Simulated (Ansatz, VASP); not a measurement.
## One calculation of Ge, two programs

```xyz
3
Lattice="4.1292 0.0000 0.0000 -2.0646 3.5760 0.0000 0.0000 0.0000 4.4005" Properties=species:S:1:pos:R:3 pbc="T T T"
Ge   -1.0323    1.7880    1.4668
Ge    1.0323    1.7880    2.9337
Ge    2.0646    0.0000    0.0000
```

Alike in both runs: functional PBE; k mesh 6 × 6 × 4; occupations gaussian, width 0.1 eV; no spin polarisation.

Ansatz relaxed the structure, and its values are those at the end. VASP's run is a single point on that final structure, the one shown.

|  | VASP | Ansatz |
| --- | --- | --- |
| version | VASP 6.6.1 | Ansatz 0.2.0 |
| potentials or method | VASP PAW PBE potentials, release 64 (Ge_d), cutoff 520 eV | scalar-relativistic, plane waves, PAW |
| valence electrons in the cell | 42 | 42 |

Ansatz gave:

- gap on the k mesh at the Fermi level (eV): none
- pressure (GPa): 0.2

Question: What did VASP give for the same quantities?

Answer: gap on the k mesh at the Fermi level (eV): none; pressure (GPa): 0.1.

A gap of «none» marks a metal or a gap that the smearing closes.
